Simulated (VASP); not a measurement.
# Ba (Pm-3m) in VASP: notebook

Runs on Ba. Level: r2SCAN+D3(BJ). Tasks: single point, relaxation of cell and atoms.

Program: VASP 6.6.1. These are calculated values, not measurements. Logs are shortened: lines on timing, memory, paths and dates and some standing lists are left out, and cuts for length are marked.

**1. The cell of the first run**

It takes space group Pm-3m (No. 221, cubic). Conventional cell: a = 3.878 Å, b = 3.878 Å, c = 3.878 Å, α = 90.00°, β = 90.00°, γ = 90.00°. Within 5.1 Å of Ba (site symmetry m-3m) lie 6 Ba at 3.88 Å.

This isn't the form of Ba at room conditions, which is bcc.

**2. Single point, r2SCAN+D3(BJ)**

POSCAR

```
Ba
1.0
    3.8782056394      0.0000000000      0.0000000000
    0.0000000000      3.8782056394      0.0000000000
    0.0000000000      0.0000000000      3.8782056394
Ba
1
Direct
    0.0000000000      0.0000000000      0.0000000000
```

INCAR.step1

```
SYSTEM = Ba
PREC     = Accurate       ! precision mode
ENCUT    = 550            ! plane-wave cutoff, eV
ISMEAR   = -1             ! smearing method
SIGMA    = 0.05           ! smearing width, eV
LREAL    = .FALSE.        ! projectors in reciprocal space
LASPH    = .TRUE.         ! aspherical terms in the spheres
NELM     = 120            ! most SCF steps
NBANDS   = 11             ! bands
GGA      = PE             ! functional
ALGO     = Normal         ! electronic algorithm
EDIFF    = 1E-5           ! SCF threshold, eV
LWAVE    = .TRUE.         ! write WAVECAR
LCHARG   = .FALSE.        ! write CHGCAR
GGA_COMPAT= .FALSE.
```

INCAR.step2

```
SYSTEM = Ba
PREC     = Accurate       ! precision mode
ENCUT    = 550            ! plane-wave cutoff, eV
EDIFF    = 1E-6           ! SCF threshold, eV
ISMEAR   = -1             ! smearing method
SIGMA    = 0.05           ! smearing width, eV
LREAL    = .FALSE.        ! projectors in reciprocal space
LASPH    = .TRUE.         ! aspherical terms in the spheres
NELM     = 120            ! most SCF steps
ALGO     = Normal         ! electronic algorithm
ISIF     = 2              ! what is computed and relaxed
LWAVE    = .FALSE.        ! write WAVECAR
LCHARG   = .FALSE.        ! write CHGCAR
METAGGA  = R2SCAN         ! meta-GGA
LMIXTAU  = .TRUE.       
IVDW     = 12             ! dispersion correction
VDW_S6   = 1.0          
VDW_S8   = 0.78981345   
VDW_A1   = 0.49484001   
VDW_A2   = 5.73083694   
NBANDS   = 11             ! bands
ISTART   = 1            
GGA_COMPAT= .FALSE.
```

KPOINTS

```
Automatic mesh
0
G
  6 6 6
  0 0 0
```

Potentials or basis: VASP PAW PBE potentials, release 64 (Ba_sv).

Started as:

```bash
$ cat potpaw_PBE.64/Ba_sv/POTCAR > POTCAR
$ cp INCAR.step1 INCAR
$ mpirun -np 1 vasp_std > vasp.out
$ cp INCAR.step2 INCAR
$ mpirun -np 1 vasp_std > vasp.out
```

OUTCAR:

```text
SYSTEM = Ba
   PREC = Accurate
   ENCUT = 550
   EDIFF = 1E-6
   ISMEAR = -1
   LREAL = .FALSE.
   LASPH = .TRUE.
   NELM = 120
   ISIF = 2
   METAGGA = R2SCAN
   IVDW = 12
   ISTART = 1
 IVDW          = 12

 ion  position               nearest neighbor table
   1  0.000  0.000  0.000-

  LATTYP: Found a simple cubic cell.
 ALAT       =     3.8782056394

  Lattice vectors:

 A1 = (   3.8782056394,   0.0000000000,   0.0000000000)
 A2 = (   0.0000000000,   3.8782056394,   0.0000000000)
 A3 = (   0.0000000000,   0.0000000000,   3.8782056394)

Analysis of symmetry for initial positions (statically):
=====================================================================
 Subroutine PRICEL returns:
 Original cell was already a primitive cell.

 Routine SETGRP: Setting up the symmetry group for a
 simple cubic supercell.

 Subroutine GETGRP returns: Found 48 space group operations
 (whereof 48 operations were pure point group operations)
 out of a pool of 48 trial point group operations.

The static configuration has the point symmetry O_h .

Analysis of symmetry for dynamics (positions and initial velocities):
=====================================================================
 Subroutine PRICEL returns:
 Original cell was already a primitive cell.

 Routine SETGRP: Setting up the symmetry group for a
 simple cubic supercell.

 Subroutine GETGRP returns: Found 48 space group operations
 (whereof 48 operations were pure point group operations)
 out of a pool of 48 trial point group operations.

The dynamic configuration has the point symmetry O_h .

 Subroutine INISYM returns: Found 48 space group operations
 (whereof 48 operations are pure point group operations),
 and found     1 'primitive' translations

----------------------------------------------------------------------------------------

                                     Primitive cell

  volume of cell :      58.3301

  direct lattice vectors                    reciprocal lattice vectors
     3.878205639  0.000000000  0.000000000     0.257851206  0.000000000  0.000000000
     0.000000000  3.878205639  0.000000000     0.000000000  0.257851206  0.000000000
     0.000000000  0.000000000  3.878205639     0.000000000  0.000000000  0.257851206

  length of vectors
     3.878205639  3.878205639  3.878205639     0.257851206  0.257851206  0.257851206

  position of ions in fractional coordinates (direct lattice)
     0.000000000  0.000000000  0.000000000

  ion indices of the primitive-cell ions
   primitive index   ion index
                 1           1

----------------------------------------------------------------------------------------

 KPOINTS: Automatic mesh

Automatic generation of k-mesh.
 Grid dimensions read from file:
 generate k-points for:    6    6    6

 Generating k-lattice:

  Cartesian coordinates                     Fractional coordinates (reciprocal lattice)
     0.042975201  0.000000000  0.000000000     0.166666667  0.000000000  0.000000000
     0.000000000  0.042975201  0.000000000     0.000000000  0.166666667  0.000000000
     0.000000000  0.000000000  0.042975201     0.000000000  0.000000000  0.166666667

  Length of vectors
     0.042975201  0.042975201  0.042975201

  Shift w.r.t. Gamma in fractional coordinates (k-lattice)
     0.000000000  0.000000000  0.000000000

 Subroutine IBZKPT returns following result:
 ===========================================

 Found     20 irreducible k-points:

 Following reciprocal coordinates:
            Coordinates               Weight
  0.000000  0.000000  0.000000      1.000000
  0.166667  0.000000  0.000000      6.000000
  0.333333  0.000000  0.000000      6.000000
  0.500000  0.000000  0.000000      3.000000
  0.166667  0.166667  0.000000     12.000000
  0.333333  0.166667  0.000000     24.000000
[... 12 lines left out ...]
  0.500000  0.500000  0.333333      6.000000
  0.500000  0.500000  0.500000      1.000000
   k-points           NKPTS =     20   k-points in BZ     NKDIM =     20   number of bands    NBANDS=     11
   number of dos      NEDOS =    301   number of ions     NIONS =      1
   total plane-waves  NPLWV =  27000
   dimension x,y,z NGX =    30 NGY =   30 NGZ =   30
   dimension x,y,z NGXF=    60 NGYF=   60 NGZF=   60
   ions per type =               1
   NGX,Y,Z   is equivalent  to a cutoff of  12.86, 12.86, 12.86 a.u.
   NGXF,Y,Z  is equivalent  to a cutoff of  25.72, 25.72, 25.72 a.u.
 SYSTEM =  Ba
   PREC   = accura    normal or accurate (medium, high low for compatibility)
   ISTART =      1    job   : 0-new  1-cont  2-samecut
   ICHARG =      0    charge: 1-file 2-atom 10-const
   ISPIN  =      1    spin polarized calculation?
   LNONCOLLINEAR =      F non collinear calculations
   LSORBIT =      F    spin-orbit coupling
   LASPH  =      T    aspherical Exc in radial PAW
   ENCUT  =  550.0 eV  40.42 Ry    6.36 a.u.   7.42  7.42  7.42*2*pi/ulx,y,z
   NELM   =    120;   NELMIN=  2; NELMDL=  0     # of ELM steps
[... 31 lines left out ...]
 non-spin polarized calculation
  energy-cutoff  :      550.00
  volume of cell :       58.33
 maximum number of plane-waves:      1743
 NGX is ok and might be reduce to    30
   NGX = 15   NGY = 15   NGZ = 15

 number of electron      10.0000002 magnetization

 Free energy of the ion-electron system (eV)
  ---------------------------------------------------
  ext. energy  EPLUGINS =         0.00000000
  ---------------------------------------------------
  free energy    TOTEN  =       -26.16551922 eV

  energy without entropy =      -26.15705600  energy(sigma->0) =      -26.16128761

 E-fermi :   2.0096     XC(G=0):  -8.0776

 val. band max:        1.9423368033   @ k =   0.5000   0.1667   0.1667
 cond. band min:       2.0925595504   @ k =   0.5000   0.1667   0.0000
 fundamental gap:      0.1502227472
 Fermi energy:         2.0096145998

 k-point     1 :       0.0000    0.0000    0.0000
  band No.  band energies     occupation
      1     -28.2513      2.00000
      2     -12.6230      2.00000
      3     -12.6230      2.00000
      4     -12.6230      2.00000
      5      -0.7555      2.00000
      6       2.1016      0.27413
      7       2.1016      0.27413
      8       7.3277      0.00000
      9       7.3277      0.00000
     10       7.3277      0.00000
     11      10.3527      0.00000

 k-point     2 :       0.1667    0.0000    0.0000
  band No.  band energies     occupation
      1     -28.2324      2.00000
      2     -12.8491      2.00000
      3     -12.6031      2.00000
      4     -12.6031      2.00000
      5      -0.3191      2.00000
      6       2.2456      0.01769
      7       2.5473      0.00004
      8       6.4020      0.00000
      9       6.4020      0.00000
     10       7.3966      0.00000
     11       8.9364      0.00000

 k-point     3 :       0.3333    0.0000    0.0000
  band No.  band energies     occupation
      1     -28.1942      2.00000
      2     -13.2662      2.00000
      3     -12.5627      2.00000
      4     -12.5627      2.00000
      5       0.6610      2.00000
      6       2.5749      0.00002
      7       3.1102      0.00000
      8       5.2787      0.00000
      9       5.2787      0.00000
     10       7.5417      0.00000
     11       8.2596      0.00000

 k-point     4 :       0.5000    0.0000    0.0000
  band No.  band energies     occupation
      1     -28.1749      2.00000
      2     -13.4602      2.00000
      3     -12.5422      2.00000
      4     -12.5422      2.00000
      5       1.4367      1.99998
      6       2.7553      0.00000
      7       2.7679      0.00000
      8       4.8565      0.00000
      9       4.8565      0.00000
     10       7.6183      0.00000
     11       9.3896      0.00000
[... 183 lines left out ...]
 k-point    18 :       0.5000    0.3333    0.3333
  band No.  band energies     occupation
      1     -28.0664      2.00000
      2     -13.2710      2.00000
      3     -13.0723      2.00000
      4     -13.0541      2.00000
      5       1.6019      1.99943
      6       2.3384      0.00278
      7       2.6944      0.00000
      8       6.0035      0.00000
      9       6.3762      0.00000
     10       7.7449      0.00000
     11       8.7620      0.00000

 k-point    19 :       0.5000    0.5000    0.3333
  band No.  band energies     occupation
      1     -28.0483      2.00000
      2     -13.2400      2.00000
      3     -13.2400      2.00000
      4     -13.0355      2.00000
      5       1.4722      1.99996
      6       2.3100      0.00491
      7       2.3100      0.00491
      8       6.2824      0.00000
      9       6.9192      0.00000
     10       9.0495      0.00000
     11       9.2288      0.00000

 k-point    20 :       0.5000    0.5000    0.5000
  band No.  band energies     occupation
      1     -28.0303      2.00000
      2     -13.2099      2.00000
      3     -13.2099      2.00000
      4     -13.2099      2.00000
      5       1.8426      1.93156
      6       1.8426      1.93156
      7       1.8426      1.93156
      8       6.0068      0.00000
      9       9.0693      0.00000
     10       9.0693      0.00000
     11       9.7978      0.00000

------------------------ aborting loop because EDIFF is reached ----------------------------------------

 Edisp (eV)   -0.10286

 E8    (eV) :    -0.0500

  FORCE on cell =-STRESS in cart. coord.  units (eV):
  Direction    XX          YY          ZZ          XY          YZ          ZX
  --------------------------------------------------------------------------------------
  -------------------------------------------------------------------------------------
  Total       0.05380     0.05380     0.05380    -0.00000    -0.00000    -0.00000
  in kB       1.47764     1.47764     1.47764    -0.00000    -0.00000    -0.00000
  external pressure =        1.48 kB  Pullay stress =        0.00 kB

 VOLUME and BASIS-vectors are now :
 -----------------------------------------------------------------------------
  energy-cutoff  :      550.00
  volume of cell :       58.33
      direct lattice vectors                 reciprocal lattice vectors
     3.878205639  0.000000000  0.000000000     0.257851206  0.000000000  0.000000000
     0.000000000  3.878205639  0.000000000     0.000000000  0.257851206  0.000000000
     0.000000000  0.000000000  3.878205639     0.000000000  0.000000000  0.257851206

 POSITION                                       TOTAL-FORCE (eV/Angst)
 -----------------------------------------------------------------------------------
      0.00000      0.00000      0.00000         0.000000      0.000000      0.000000
 -----------------------------------------------------------------------------------
    total drift:                                0.000000      0.000000     -0.000000

  FREE ENERGIE OF THE ION-ELECTRON SYSTEM (eV)
  ---------------------------------------------------
  free  energy   TOTEN  =       -26.2683780645 eV

  energy  without entropy=      -26.2599148531  energy(sigma->0) =      -26.26414646
```

Wall time 63 s (1 thread of Intel Xeon 8259CL, shared host); peak memory 0.18 GiB.

Results:

| Item | Value |
| --- | --- |
| Free energy | -26.2684 eV |
| Pressure | 0.1 GPa |
| Band gap on the k mesh | zero (bands 5 and 6 overlap by 0.10 eV) |
| Dispersion energy per atom | -0.103 eV |

Levels at points of the mesh, in eV from the Fermi level:
```
           k point  band 2  band 3  band 4  band 5  band 6  band 7  band 8  band 9
(0.00, 0.00, 0.00)  -14.63  -14.63  -14.63   -2.77    0.09    0.09    5.32    5.32
(0.50, 0.00, 0.00)  -15.47  -14.55  -14.55   -0.57    0.75    0.76    2.85    2.85
(0.50, 0.50, 0.00)  -15.34  -15.34  -14.48   -1.29    0.97    3.42    3.42    3.72
(0.50, 0.50, 0.50)  -15.22  -15.22  -15.22   -0.17   -0.17   -0.17    4.00    7.06
```

Caveat: the PAW data sets were made with another functional, which shifts forces and pressure a little; spin-orbit coupling is left out, which moves the levels of the heavy elements.

**3. Single point, r2SCAN+D3(BJ)**

POSCAR is that of step 2.

INCAR.step1

```
PREC = Accurate
ENCUT = 550
ISMEAR = -1
SIGMA = 0.05
LREAL = F
LASPH = T
NELM = 120
NBANDS = 11
GGA = PE
ALGO = Normal
EDIFF = 1E-5
LWAVE = T
LCHARG = F
GGA_COMPAT = F
```

INCAR.step2

```
PREC = Accurate
ENCUT = 550
EDIFF = 1E-6
ISMEAR = -1
SIGMA = 0.05
LREAL = F
LASPH = T
NELM = 120
ALGO = Normal
ISIF = 2
LWAVE = F
LCHARG = T
METAGGA = R2SCAN
LMIXTAU = T
IVDW = 12
LELF = T
LVHAR = T
VDW_S6 = 1.0
VDW_S8 = 0.78981345
VDW_A1 = 0.49484001
VDW_A2 = 5.73083694
NBANDS = 11
ISTART = 1
GGA_COMPAT = F
```

KPOINTS

```
Automatic mesh
0
Gamma
  7 7 7
```

Potentials or basis: VASP PAW PBE potentials, release 64 (Ba_sv).

Started as:

```bash
$ cat potpaw_PBE.64/Ba_sv/POTCAR > POTCAR
$ cp INCAR.step1 INCAR
$ mpirun -np 1 vasp_std > vasp.out
$ cp INCAR.step2 INCAR
$ mpirun -np 1 vasp_std > vasp.out
```

Wall time 56 s (1 thread of Intel Xeon 8259CL, shared host); peak memory 0.18 GiB.

It converged, with:

```yaml
Free_energy: -26.2884 eV
Pressure: 0.2 GPa
Dispersion_energy_per_atom: -0.103 eV
```

Levels at points of the mesh, in eV from the Fermi level:
```
           k point  band 1  band 2  band 3  band 4  band 5  band 6  band 7  band 8  band 9  band 10
(0.00, 0.00, 0.00)  -30.16  -14.53  -14.53  -14.53   -2.65    0.20    0.20    5.42    5.42     5.42
```

Caveat: the PAW data sets were made with another functional, which shifts forces and pressure a little; spin-orbit coupling is left out, which moves the levels of the heavy elements.

**4. Single point, r2SCAN+D3(BJ)**

This run uses another cell than the first one, of 57.75 Å³/atom.

POSCAR

```
Ba
1.0
    3.8652349551      0.0000000000      0.0000000000
    0.0000000000      3.8652349551      0.0000000000
    0.0000000000      0.0000000000      3.8652349551
Ba
1
Direct
    0.0000000000      0.0000000000      0.0000000000
```

INCAR.step1

```
  PREC = Accurate
  ENCUT = 550
  ISMEAR = -1
  SIGMA = 0.05
  LREAL = F
  LASPH = T
  NELM = 120
  NBANDS = 11
  GGA = PE
  ALGO = Normal
  EDIFF = 1E-5
  LWAVE = T
  LCHARG = F
  GGA_COMPAT = F
```

INCAR.step2

```
  PREC = Accurate
  ENCUT = 550
  EDIFF = 1E-6
  ISMEAR = -1
  SIGMA = 0.05
  LREAL = F
  LASPH = T
  NELM = 120
  ALGO = Normal
  ISIF = 2
  LWAVE = F
  LCHARG = T
  METAGGA = R2SCAN
  LMIXTAU = T
  IVDW = 12
  VDW_S6 = 1.0
  VDW_S8 = 0.78981345
  VDW_A1 = 0.49484001
  VDW_A2 = 5.73083694
  LELF = T
  LVHAR = T
  NBANDS = 11
  ISTART = 1
  GGA_COMPAT = F
```

KPOINTS

```
regular mesh
0
Gamma
  7 7 7
```

Started as:

```bash
$ cat potpaw_PBE.64/Ba_sv/POTCAR > POTCAR
$ cp INCAR.step1 INCAR
$ mpirun -np 1 vasp_std > vasp.out
$ cp INCAR.step2 INCAR
$ mpirun -np 1 vasp_std > vasp.out
```

Run time: 50 s. Hardware: 1 thread of Intel Xeon 8259CL, shared host; peak memory 0.18 GiB.

The run converged. Its results:

```
Free energy                : -26.2874 eV
Pressure                   : 0.3 GPa
Dispersion energy per atom : -0.104 eV
```

Levels at points of the mesh, in eV from the Fermi level:
| k point | band 1 | band 2 | band 3 | band 4 | band 5 | band 6 | band 7 | band 8 | band 9 | band 10 |
| --- | --- | --- | --- | --- | --- | --- | --- | --- | --- | --- |
| (0.00, 0.00, 0.00) | -30.15 | -14.51 | -14.51 | -14.51 | -2.64 | 0.20 | 0.20 | 5.48 | 5.48 | 5.48 |

Caveat: the PAW data sets were made with another functional, which shifts forces and pressure a little; spin-orbit coupling is left out, which moves the levels of the heavy elements.

**5. Relaxation of cell and atoms, r2SCAN+D3(BJ)**

POSCAR

```
Ba
1.0
    3.8782056394      0.0000000000      0.0000000000
    0.0000000000      3.8782056394      0.0000000000
    0.0000000000      0.0000000000      3.8782056394
Ba
1
Direct
    0.0000000000      0.0000000000      0.0000000000
```

INCAR.step1

```
  PREC = Accurate
  ENCUT = 550
  ISMEAR = -1
  SIGMA = 0.05
  LREAL = False
  LASPH = True
  NELM = 120
  GGA = PE
  ALGO = Normal
  EDIFF = 1E-5
  LWAVE = True
  LCHARG = False
  GGA_COMPAT = False
  IBRION = 2
  ISIF = 3
  EDIFFG = -0.005
  NELMIN = 4
  NSW = 100
```

INCAR.step2

```
  PREC = Accurate
  ENCUT = 550
  EDIFF = 1E-7
  ISMEAR = -1
  SIGMA = 0.05
  LREAL = False
  LASPH = True
  NELM = 120
  ALGO = Normal
  ISIF = 3
  LWAVE = False
  LCHARG = False
  METAGGA = R2SCAN
  LMIXTAU = True
  IVDW = 12
  VDW_S6 = 1.0
  VDW_S8 = 0.78981345
  VDW_A1 = 0.49484001
  VDW_A2 = 5.73083694
  IBRION = 2
  NSW = 80
  EDIFFG = -0.01
  ISTART = 1
  GGA_COMPAT = False
  NELMIN = 4
```

KPOINTS is that of step 4.

Started as:

```bash
$ cat potpaw_PBE.64/Ba_sv/POTCAR > POTCAR
$ cp INCAR.step1 INCAR
$ mpirun -np 1 vasp_std > vasp.out
$ cp INCAR.step2 INCAR
$ mpirun -np 1 vasp_std > vasp.out
```

It took 3.9 min on 1 thread of Intel Xeon 8259CL, shared host; peak memory 0.2 GiB.

Results (log left out):

```yaml
Free_energy: -26.2894 eV
Relaxed_volume: 59.70 Å³/atom
Relaxed_cell: a = 3.908 Å, b = 3.908 Å, c = 3.908 Å, α = 90.00°, β = 90.00°, γ = 90.00°
Space_group_after_relaxing_to_0.1_Å: Pm-3m (No. 221)
Energy_gained_by_relaxing: 1.0 meV/atom
Ionic_steps: 3
Pressure_after_relaxing: 0.0 GPa
Dispersion_energy_per_atom: -0.100 eV
```

The path:
```
step  energy change (eV)  largest force (eV/Å)  pressure (GPa)  volume (Å³)
   1              0.0000                0.0000            0.22        58.33
   2             -0.0007                0.0000            0.11        59.02
   3             -0.0010                0.0000            0.01        59.70
```

Final structure:
```yaml
crystal:
  lattice:
    - [3.90825, 0.00000, 0.00000]
    - [0.00000, 3.90825, 0.00000]
    - [0.00000, 0.00000, 3.90825]
  atoms:
    - { symbol: Ba, position: [0.00000, 0.00000, 0.00000] }
```

Levels at points of the mesh, in eV from the Fermi level:
| k point | band 1 | band 2 | band 3 | band 4 | band 5 | band 6 | band 7 | band 8 | band 9 |
| --- | --- | --- | --- | --- | --- | --- | --- | --- | --- |
| (0.00, 0.00, 0.00) | -30.20 | -14.59 | -14.59 | -14.59 | -2.66 | 0.21 | 0.21 | 5.30 | 5.30 |

Caveat: the PAW data sets were made with another functional, which shifts forces and pressure a little; spin-orbit coupling is left out, which moves the levels of the heavy elements.

**6. Overview**

| task | cell | k mesh | pressure (GPa) |
| --- | --- | --- | --- |
| single point | a = 3.878 Å, 1 atom | 6 × 6 × 6 | 0.1 |
| single point | a = 3.878 Å, 1 atom | 7 × 7 × 7 | 0.2 |
| single point | a = 3.865 Å, 1 atom | 7 × 7 × 7 | 0.3 |
| relaxation of cell and atoms | relaxed from a = 3.878 Å, 1 atom | 7 × 7 × 7 | 0.0 |

Alike in all rows: level r2SCAN+D3(BJ); potentials or basis VASP PAW PBE potentials, release 64 (Ba_sv); no spin polarisation; cutoff (eV) 550; smearing fermi-dirac 0.05 eV.

Caveats: the PAW data sets were made with another functional, which shifts forces and pressure a little; spin-orbit coupling is left out, which moves the levels of the heavy elements.

Total energies depend on the potentials used, so only differences within one code and one set of settings carry meaning.
